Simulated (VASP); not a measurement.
Runs of VASP 6.6.1 on Mg3Al3Pd2. The structure is that of space group Pm-3m (No. 221), or close to it. The cells are those of the table. The cell was generated, and may not be a known phase.

```csv
task,spin,cell,k mesh,cutoff (eV),gap on the mesh (eV),pressure (GPa)
single point,off,"a = 5.451 Å, 8 atoms",4 × 4 × 4,520,none,0.3
single point,off,"a = 5.470 Å, 8 atoms",8 × 8 × 8,520,none,(a)
relaxation of cell and atoms,off,"relaxed from a = 5.189 Å, 8 atoms",4 × 4 × 4,600,none,0.1
single point,collinear,"a = 5.451 Å, 8 atoms",4 × 4 × 4,520,none,0.3
single point,off,"a = 5.189 Å, 8 atoms",4 × 4 × 4,520,none,11.8
```

Alike in all rows: level PBE; potentials or basis VASP PAW PBE potentials, release 64 (Mg, Al, Pd); smearing gaussian 0.1 eV.

Question: Estimate the missing entries.

Answer: (a) 0.0.

Caveats: the cell stands under pressure (at least some runs).

A k mesh can miss the band edges, and the runs leave out spin-orbit coupling on Pd.

A gap of «none» marks levels without a gap at the run's occupations.
